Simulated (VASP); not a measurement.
A run of VASP 6.6.1 is set up as follows.

File INCAR:

```
  ALGO = Normal
  EDIFF = 1E-6
  ENCUT = 520
  GGA = PE
  ISIF = 2
  ISMEAR = 0
  LASPH = T
  LCHARG = T
  LELF = T
  LREAL = F
  LVHAR = T
  LWAVE = F
  NBANDS = 48
  NELM = 80
  PREC = Accurate
  SIGMA = 0.2
```

KPOINTS

```
k-points
0
Gamma
  6 6 1
```

Contents of POSCAR:

```
Hf7S
1.0
    3.2630402259      0.0000000000      0.0000000000
   -1.6315201130      2.8258757292      0.0000000000
    0.0000000000      0.0000000000     18.6708477442
Hf S
7 1
Direct
    0.3333333333      0.6666666667      0.0969560471
    0.3333333333      0.6666666667      0.9030439529
    0.6666666667      0.3333333333      0.7704337485
    0.3333333333      0.6666666667      0.3655519582
    0.6666666667      0.3333333333      0.5000000000
    0.6666666667      0.3333333333      0.2295662515
    0.3333333333      0.6666666667      0.6344480418
    0.0000000000      0.0000000000      0.0000000000
```

Potentials or basis: VASP PAW PBE potentials, release 64 (Hf_pv, S).

Launch:

```console
$ cat potpaw_PBE.64/Hf_pv/POTCAR potpaw_PBE.64/S/POTCAR > POTCAR
$ mpirun -np 1 vasp_std > vasp.out
```

Task: Predict the pressure.

Result: -0.5 GPa.

Task: Estimate the largest force.

Result: 0.009 eV/Å.

Task: Estimate the band gap on the k mesh.

Result: Zero (bands 38 and 39 overlap by 0.93 eV).

Forces on the atoms (eV/Å):
```
Hf   0.000  0.000  0.009
Hf   0.000  0.000 -0.009
Hf   0.000  0.000  0.000
Hf   0.000  0.000  0.005
Hf   0.000  0.000  0.000
Hf   0.000  0.000  0.000
Hf   0.000  0.000 -0.005
S    0.000  0.000  0.000
```

Caveat: the k points lie up to 0.37 Å⁻¹ apart, too coarse for converged energies and pressures of a metal; spin-orbit coupling is left out, which moves the levels of the heavy elements.
